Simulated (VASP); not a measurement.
# C (P6/mmm) in VASP: notebook

Runs on C. Level: LDA. Tasks: single point.

Program: VASP 6.6.1. These are calculated values, not measurements. Logs are shortened: lines on timing, memory, paths and dates and some standing lists are left out, and cuts for length are marked.

## 1. The cell of the first run

Symmetry: P6/mmm, No. 191, hexagonal system. Conventional cell: a = 1.949 Å, b = 1.949 Å, c = 1.550 Å, α = 90.00°, β = 90.00°, γ = 120.00°. C (site symmetry 6/mmm) has 8 C at 1.55 to 1.95 Å within 2.1 Å.

## 2. Single point, LDA

INCAR

```
SYSTEM = C
ALGO = Normal
EDIFF = 1E-6
ENCUT = 520
ISIF = 2
ISMEAR = -1
LASPH = .TRUE.
LCHARG = .TRUE.
LELF = .TRUE.
LREAL = .FALSE.
LVHAR = .TRUE.
LWAVE = .FALSE.
NBANDS = 8
NELM = 100
PREC = Accurate
SIGMA = 0.1
```

KPOINTS

```
k-points
0
G
  22 22 21
  0 0 0
```

POSCAR

```
C
1.0
    1.9487479746      0.0000000000      0.0000000000
   -0.9743739873      1.6876652516      0.0000000000
    0.0000000000      0.0000000000      1.5503126514
C
1
Direct
    0.0000000000      0.0000000000      0.0000000000
```

Potentials or basis: VASP PAW LDA potentials, release 64 (C).

Launch:

```
cat potpaw_LDA.64/C/POTCAR > POTCAR
mpirun -np 1 vasp_std > vasp.out
```

OUTCAR:

```text
SYSTEM = C
   EDIFF = 1E-6
   ENCUT = 520
   ISIF = 2
   ISMEAR = -1
   LASPH = .TRUE.
   LREAL = .FALSE.
   NELM = 100
   PREC = Accurate

 ion  position               nearest neighbor table
   1  0.000  0.000  0.000-

  LATTYP: Found a hexagonal cell.
 ALAT       =     1.9487479746
 C/A-ratio  =     0.7955429186

  Lattice vectors:

 A1 = (   1.9487479746,   0.0000000000,   0.0000000000)
 A2 = (  -0.9743739873,   1.6876652516,   0.0000000000)
 A3 = (   0.0000000000,   0.0000000000,   1.5503126514)

Analysis of symmetry for initial positions (statically):
=====================================================================
 Subroutine PRICEL returns:
 Original cell was already a primitive cell.

 Routine SETGRP: Setting up the symmetry group for a
 hexagonal supercell.

 Subroutine GETGRP returns: Found 24 space group operations
 (whereof 24 operations were pure point group operations)
 out of a pool of 24 trial point group operations.

The static configuration has the point symmetry D_6h.

Analysis of symmetry for dynamics (positions and initial velocities):
=====================================================================
 Subroutine PRICEL returns:
 Original cell was already a primitive cell.

 Routine SETGRP: Setting up the symmetry group for a
 hexagonal supercell.

 Subroutine GETGRP returns: Found 24 space group operations
 (whereof 24 operations were pure point group operations)
 out of a pool of 24 trial point group operations.

The dynamic configuration has the point symmetry D_6h.

 Subroutine INISYM returns: Found 24 space group operations
 (whereof 24 operations are pure point group operations),
 and found     1 'primitive' translations

----------------------------------------------------------------------------------------

                                     Primitive cell

  volume of cell :       5.0987

  direct lattice vectors                    reciprocal lattice vectors
     1.948747975  0.000000000  0.000000000     0.513149988  0.296267284  0.000000000
    -0.974373987  1.687665252  0.000000000     0.000000000  0.592534568  0.000000000
     0.000000000  0.000000000  1.550312651     0.000000000  0.000000000  0.645031181

  length of vectors
     1.948747975  1.948747975  1.550312651     0.592534568  0.592534568  0.645031181

  position of ions in fractional coordinates (direct lattice)
[... 76 lines left out ...]
   NELM   =    100;   NELMIN=  2; NELMDL= -5     # of ELM steps
   EDIFF  = 0.1E-05   stopping-criterion for ELM
   LREAL  =      F    real-space projection
   EDIFFG = 0.1E-04   stopping-criterion for IOM
   NSW    =      0    number of steps for IOM
   IBRION =     -1    ionic relax: 0-MD 1-quasi-New 2-CG
   NFREE  =      0    steps in history (QN), initial steepest desc. (CG)
   ISIF   =      2    stress and relaxation
   ISYM   =      2    0-nonsym 1-usesym 2-fastsym
   POTIM  = 0.5000    time-step for ionic-motion
   TEBEG  =    0.0;   TEEND  =   0.0 temperature during run
   PSTRESS=    0.0 pullay stress
   NELECT =       4.0000    total number of electrons
   NUPDOWN=      -1.0000    fix difference up-down
   EMIN   =  10.00;   EMAX   =-10.00  energy-range for DOS
   EFERMI =   0.00;   METHOD = LEGACY
   ISMEAR =    -1;   SIGMA  =   0.10  broadening in eV -4-tet -1-fermi 0-gaus
   EFERMI_NEDOS =   21; number of points for ismear=-14 and -15
   IALGO  =     38    algorithm
   IMIX   =      4    mixing-type and parameters
     AMIX     =   0.40;   BMIX     =  1.00
     AMIX_MAG =   1.60;   BMIX_MAG =  1.00
  volume/ion in A,a.u.               =       5.10        34.41
  Fermi-wavevector in a.u.,A,eV,Ry     =   1.509875  2.853251 31.017519  2.279723
  Thomas-Fermi vector in A             =   2.620140
   LORBIT       =      0    0 simple, 1 ext, 2 COOP (PROOUT), +10 PAW based schemes
   GGA     = CA    functional components
   LHFCALC =     F    Hartree Fock is set to
   AEXX    =    0.0000 exact exchange contribution
   IVDW    =     0    specifies the selected vdW correction
   LEPSILON=     F    determine dielectric tensor
   LRPA    =     F    only Hartree local field effects (RPA)
 non-spin polarized calculation
  energy-cutoff  :      520.00
  volume of cell :        5.10
 maximum number of plane-waves:       150
   NGX =  7   NGY =  7   NGZ =  5

 number of electron       3.9999999 magnetization

 Free energy of the ion-electron system (eV)
  ---------------------------------------------------
  ext. energy  EPLUGINS =         0.00000000
  ---------------------------------------------------
  free energy    TOTEN  =        -7.30355388 eV

  energy without entropy =       -7.29823522  energy(sigma->0) =       -7.30089455

 E-fermi :  12.3974     XC(G=0): -14.4186

 val. band max:       12.3949495913   @ k =   0.2273   0.0455   0.1429
 cond. band min:      12.4014793927   @ k =   0.1818   0.1364   0.2857
 fundamental gap:      0.0065298013
 Fermi energy:        12.3973977058

 k-point     1 :       0.0000    0.0000    0.0000
  band No.  band energies     occupation
      1     -10.9569      2.00000
      2      20.0243      0.00000
      3      20.0243      0.00000
      4      29.6774      0.00000
      5      40.5456      0.00000
      6      43.4274      0.00000
      7      43.4274      0.00000
      8      48.4237      0.00000
[... 243 lines left out ...]
 k-point    24 :       0.1364    0.0909    0.0000
  band No.  band energies     occupation
      1      -9.2520      2.00000
      2      14.8361      0.00000
      3      17.1964      0.00000
      4      30.4630      0.00000
      5      36.4192      0.00000
      6      43.1371      0.00000
      7      50.2974      0.00000
      8      54.9429      0.00000

 [... further k-points ...]

------------------------ aborting loop because EDIFF is reached ----------------------------------------

  FORCE on cell =-STRESS in cart. coord.  units (eV):
  Direction    XX          YY          ZZ          XY          YZ          ZX
  --------------------------------------------------------------------------------------
  -------------------------------------------------------------------------------------
  Total        0.8002738      0.8002738      0.8281394      0.0000000      0.0000000      0.0000000
  in kB      251.4710120    251.4710121    260.2272345      0.0000000      0.0000000      0.0000000
  external PRESSURE =     254.3897529 kB  Pullay stress =       0.0000000 kB

 VOLUME and BASIS-vectors are now :
 -----------------------------------------------------------------------------
  energy-cutoff  :      520.00
  volume of cell :        5.10
      direct lattice vectors                 reciprocal lattice vectors
     1.948747975  0.000000000  0.000000000     0.513149988  0.296267284  0.000000000
    -0.974373987  1.687665252  0.000000000     0.000000000  0.592534568  0.000000000
     0.000000000  0.000000000  1.550312651     0.000000000  0.000000000  0.645031181

 POSITION                                       TOTAL-FORCE (eV/Angst)
 -----------------------------------------------------------------------------------
      0.00000      0.00000      0.00000         0.000000      0.000000      0.000000
 -----------------------------------------------------------------------------------
    total drift:                               -0.000000      0.000000     -0.000000

  FREE ENERGIE OF THE ION-ELECTRON SYSTEM (eV)
  ---------------------------------------------------
  free  energy   TOTEN  =        -7.3035538841 eV

  energy  without entropy=       -7.2982352228  energy(sigma->0) =       -7.30089455
```

OSZICAR:

```text
N       E                     dE             d eps       ncg     rms          rms(c)
DAV:   1    -0.588484957409E+01   -0.58848E+01   -0.26761E+03 10512   0.504E+02
DAV:   2    -0.739472807499E+01   -0.15099E+01   -0.14253E+01 12088   0.291E+01
DAV:   3    -0.739766667354E+01   -0.29386E-02   -0.29385E-02 10416   0.133E+00
DAV:   4    -0.739766714740E+01   -0.47386E-06   -0.47466E-06 13600   0.150E-02
DAV:   5    -0.739766714676E+01    0.63983E-09   -0.29834E-10 10544   0.651E-05    0.275E+00
DAV:   6    -0.732989921542E+01    0.67768E-01   -0.41883E-02 10328   0.128E+00    0.161E+00
DAV:   7    -0.730358858526E+01    0.26311E-01   -0.56562E-02 10664   0.150E+00    0.222E-01
DAV:   8    -0.730355344655E+01    0.35139E-04   -0.60100E-04  9696   0.226E-01    0.145E-02
DAV:   9    -0.730355388408E+01   -0.43754E-06   -0.26949E-06 12440   0.145E-02
   1 F= -.73035539E+01 E0= -.73008946E+01  d E =-.531866E-02
```

It took 5.4 s on 1 thread of Intel Xeon 6975P-C (Granite Rapids), shared host; peak memory 0.12 GiB.

Results:

```yaml
Free_energy: -7.3036 eV
Pressure: 25.4 GPa
Band_gap_on_the_k_mesh: zero (band 2 reaches 20.87 eV, above the bottom of band 3 at 4.30 eV)
```

## 3. Single point, LDA

INCAR

```
PREC     = Accurate       # precision mode
ENCUT    = 520            # plane-wave cutoff, eV
EDIFF    = 1E-7           # SCF threshold, eV
ISMEAR   = -1             # smearing method
SIGMA    = 0.1            # smearing width, eV
LREAL    = False          # projectors in reciprocal space
LASPH    = True           # aspherical terms in the spheres
NELM     = 100            # most SCF steps
ALGO     = Normal         # electronic algorithm
ISIF     = 2              # what is computed and relaxed
LWAVE    = False          # write WAVECAR
LCHARG   = False          # write CHGCAR
GGA      = CA             # functional
NBANDS   = 8              # bands
```

KPOINTS

```
regular mesh
0
Gamma
  22 22 21
```

POSCAR

```
C
1.0
    1.9486714330      0.0000000000      0.0000000000
   -0.9743357165      1.6875989646      0.0000000000
    0.0000000000      0.0000000000      1.5505494660
C
1
Direct
    0.0000000000      0.0000000000      0.0000000000
```

Potentials or basis: VASP PAW LDA potentials, release 64 (C).

Launch:

```
cat potpaw_LDA.64/C/POTCAR > POTCAR
mpirun -np 1 vasp_std > vasp.out
```

OUTCAR:

```text
PREC = Accurate
   ENCUT = 520
   EDIFF = 1E-7
   ISMEAR = -1
   LREAL = False
   LASPH = True
   NELM = 100
   ISIF = 2
   GGA = CA

 ion  position               nearest neighbor table
   1  0.000  0.000  0.000-

  LATTYP: Found a hexagonal cell.
 ALAT       =     1.9486714330
 C/A-ratio  =     0.7956956928

  Lattice vectors:

 A1 = (   1.9486714330,   0.0000000000,   0.0000000000)
 A2 = (  -0.9743357165,   1.6875989646,   0.0000000000)
 A3 = (   0.0000000000,   0.0000000000,   1.5505494660)

Analysis of symmetry for initial positions (statically):
=====================================================================
 Subroutine PRICEL returns:
 Original cell was already a primitive cell.

 Routine SETGRP: Setting up the symmetry group for a
 hexagonal supercell.

 Subroutine GETGRP returns: Found 24 space group operations
 (whereof 24 operations were pure point group operations)
 out of a pool of 24 trial point group operations.

The static configuration has the point symmetry D_6h.
[... 157 lines left out ...]

 E-fermi :  12.3981     XC(G=0): -14.4182

 val. band max:       12.3968338815   @ k =   0.2273   0.0455   0.1429
 cond. band min:      12.4002878109   @ k =   0.1818   0.1364   0.2857
 fundamental gap:      0.0034539293
 Fermi energy:        12.3980911947

 k-point     1 :       0.0000    0.0000    0.0000
  band No.  band energies     occupation
      1     -10.9566      2.00000
      2      20.0276      0.00000
      3      20.0276      0.00000
      4      29.6659      0.00000
      5      40.5481      0.00000
      6      43.4310      0.00000
      7      43.4310      0.00000
      8      48.4271      0.00000
[... 243 lines left out ...]
 k-point    24 :       0.1364    0.0909    0.0000
  band No.  band energies     occupation
      1      -9.2516      2.00000
      2      14.8389      0.00000
      3      17.1991      0.00000
      4      30.4520      0.00000
      5      36.4221      0.00000
      6      43.1404      0.00000
      7      50.3012      0.00000
      8      54.9266      0.00000

 [... further k-points ...]

------------------------ aborting loop because EDIFF is reached ----------------------------------------

  FORCE on cell =-STRESS in cart. coord.  units (eV):
  Direction    XX          YY          ZZ          XY          YZ          ZX
  --------------------------------------------------------------------------------------
  -------------------------------------------------------------------------------------
  Total        0.8017610      0.8017610      0.8148424      0.0000000      0.0000000      0.0000000
  in kB      251.9196377    251.9196377    256.0299107      0.0000000      0.0000000      0.0000000
  external PRESSURE =     253.2897287 kB  Pullay stress =       0.0000000 kB

 VOLUME and BASIS-vectors are now :
 -----------------------------------------------------------------------------
  energy-cutoff  :      520.00
  volume of cell :        5.10
      direct lattice vectors                 reciprocal lattice vectors
     1.948671433  0.000000000  0.000000000     0.513170144  0.296278921  0.000000000
    -0.974335716  1.687598965  0.000000000     0.000000000  0.592557842  0.000000000
     0.000000000  0.000000000  1.550549466     0.000000000  0.000000000  0.644932665

 POSITION                                       TOTAL-FORCE (eV/Angst)
 -----------------------------------------------------------------------------------
      0.00000      0.00000      0.00000        -0.000000      0.000000      0.000000
 -----------------------------------------------------------------------------------
    total drift:                               -0.000000     -0.000000      0.000000

  FREE ENERGIE OF THE ION-ELECTRON SYSTEM (eV)
  ---------------------------------------------------
  free  energy   TOTEN  =        -7.3036181324 eV

  energy  without entropy=       -7.2982934018  energy(sigma->0) =       -7.30095577
```

OSZICAR:

```text
N       E                     dE             d eps       ncg     rms          rms(c)
DAV:   1    -0.588682603794E+01   -0.58868E+01   -0.27633E+03 10360   0.509E+02
DAV:   2    -0.739454105216E+01   -0.15077E+01   -0.14324E+01 12192   0.295E+01
DAV:   3    -0.739759523027E+01   -0.30542E-02   -0.30516E-02 10544   0.136E+00
DAV:   4    -0.739759580479E+01   -0.57452E-06   -0.57516E-06 13584   0.159E-02
DAV:   5    -0.739759580517E+01   -0.37866E-09   -0.62897E-10 10568   0.827E-05    0.275E+00
DAV:   6    -0.732992776669E+01    0.67668E-01   -0.41811E-02 10344   0.128E+00    0.161E+00
DAV:   7    -0.730365279829E+01    0.26275E-01   -0.56472E-02 10656   0.150E+00    0.222E-01
DAV:   8    -0.730361773204E+01    0.35066E-04   -0.60054E-04  9688   0.226E-01    0.145E-02
DAV:   9    -0.730361817402E+01   -0.44197E-06   -0.26932E-06 12528   0.145E-02    0.973E-03
DAV:  10    -0.730361813243E+01    0.41586E-07   -0.38543E-07 10448   0.441E-03
   1 F= -.73036181E+01 E0= -.73009558E+01  d E =-.532473E-02
```

stdout:

```text
POSCAR found type information on POSCAR C
 POSCAR found :  1 types and       1 ions
 scaLAPACK will be used
 LDA part: xc-table for (Slater(with rela. corr.)+CA(PZ))
 , standard interpolation
 POSCAR, INCAR and KPOINTS ok, starting setup
 FFT: planning ... GRIDC
 FFT: planning ... GRID_SOFT
 FFT: planning ... GRID
 WAVECAR not read
 entering main loop
```

Run time: 5.7 s. Hardware: 1 thread of Intel Xeon 6975P-C (Granite Rapids), shared host; peak memory 0.12 GiB.

What came out:

* Free energy: -7.3036 eV
* Pressure: 25.3 GPa
* Band gap on the k mesh: zero (band 2 reaches 20.87 eV, above the bottom of band 3 at 4.30 eV)

Stress tensor (GPa, compression positive):
```
25.19  0.00  0.00
 0.00 25.19  0.00
 0.00  0.00 25.60
```

## 4. Single point, LDA

This run uses another cell than the first one: it holds 3 atoms, not 1.

INCAR

```
SYSTEM = C
PREC = Accurate
ENCUT = 520
EDIFF = 1E-7
ISMEAR = -1
SIGMA = 0.1
LREAL = .False.
LASPH = .True.
NELM = 60
ALGO = Normal
ISIF = 2
LWAVE = .False.
LCHARG = .False.
NBANDS = 13
```

KPOINTS

```
regular mesh
0
Gamma
  11 11 16
  0 0 0
```

POSCAR

```
C
1.0
    4.8345863754      0.0000000000      0.0000000000
   -2.4172931876      4.1868746179      0.0000000000
    0.0000000000      0.0000000000      1.2589994580
C
3
Direct
    0.0000000000      0.0000000000      0.0000000000
    0.3333333333      0.6666666667      0.5000000000
    0.6666666667      0.3333333333      0.5000000000
```

Launch:

```
cat potpaw_LDA.64/C/POTCAR > POTCAR
mpirun -np 1 vasp_std > vasp.out
```

It took 11 s on 1 thread of Intel Xeon 6975P-C (Granite Rapids), shared host; peak memory 0.14 GiB.

The run converged. Its results:

| Property | Result |
| --- | --- |
| Free energy | -26.4889 eV |
| Pressure | 23.9 GPa |
| Band gap on the k mesh | zero (band 6 reaches 15.03 eV, above the bottom of band 7 at -2.70 eV) |

Stress tensor (GPa, compression positive):
```
24.01  0.00  0.00
 0.00 24.01  0.00
 0.00  0.00 23.79
```

Levels at points of the mesh, in eV from the Fermi level:
| k point | band 3 | band 4 | band 5 | band 6 | band 7 | band 8 | band 9 | band 10 |
| --- | --- | --- | --- | --- | --- | --- | --- | --- |
| (0.00, 0.00, 0.00) | -15.66 | -7.17 | -7.17 | -7.17 | -7.17 | -3.09 | -3.09 | 8.34 |
| (0.00, 0.00, 0.50) | -9.28 | 8.19 | 9.26 | 10.56 | 10.68 | 10.68 | 11.25 | 11.25 |

## 5. Single point, LDA

This run uses another cell than the first one: it holds 3 atoms, not 1.

INCAR

```
ALGO = Normal
EDIFF = 1E-6
ENCUT = 520
ISIF = 2
ISMEAR = -1
LASPH = True
LCHARG = False
LREAL = False
LWAVE = False
NBANDS = 13
NELM = 60
PREC = Accurate
SIGMA = 0.1
```

KPOINTS

```
k-points
0
Gamma
  11 11 16
```

POSCAR

```
C
1.0
    4.8352321256     -0.0000000001      0.0000000000
   -2.4176160628      4.1874338540      0.0000000000
    0.0000000000      0.0000000000      1.2586601643
C
3
Direct
    0.0000000000      0.0000000000      0.0000000000
    0.3333333333      0.6666666667      0.5000000000
    0.6666666667      0.3333333333      0.5000000000
```

Launch:

```
cat potpaw_LDA.64/C/POTCAR > POTCAR
mpirun -np 1 vasp_std > vasp.out
```

Run time: 11 s. Hardware: 1 thread of Intel Xeon 6975P-C (Granite Rapids), shared host; peak memory 0.14 GiB.

It converged, with:

```
Free energy            : -26.4889 eV
Pressure               : 24.1 GPa
Band gap on the k mesh : zero (band 6 reaches 15.04 eV, above the bottom of band 7 at -2.71 eV)
```

Stress tensor (GPa, compression positive):
```
23.97  0.00  0.00
 0.00 23.97  0.00
 0.00  0.00 24.47
```

Levels at points of the mesh, in eV from the Fermi level:
```csv
k point,band 3,band 4,band 5,band 6,band 7,band 8,band 9,band 10
"(0.00, 0.00, 0.00)",-15.66,-7.18,-7.18,-7.18,-7.18,-3.10,-3.10,8.34
"(0.00, 0.00, 0.50)",-9.29,8.21,9.28,10.57,10.69,10.69,11.26,11.26
```

## 6. Summary

```tsv
cell	k mesh	gap on the mesh (eV)	pressure (GPa)
a = 1.949, b = 1.949, c = 1.550 Å, angles 90.0, 90.0, 120.0°, 1 atom	22 × 22 × 21	none	25.4
a = 1.949, b = 1.949, c = 1.551 Å, angles 90.0, 90.0, 120.0°, 1 atom	22 × 22 × 21	none	25.3
a = 4.835, b = 4.835, c = 1.259 Å, angles 90.0, 90.0, 120.0°, 3 atoms	11 × 11 × 16	none	24.1
```

Alike in all rows: task single point; level LDA; potentials or basis VASP PAW LDA potentials, release 64 (C); no spin polarisation; cutoff (eV) 520; smearing fermi-dirac 0.1 eV.

Total energies depend on the potentials used, so only differences within one code and one set of settings carry meaning.
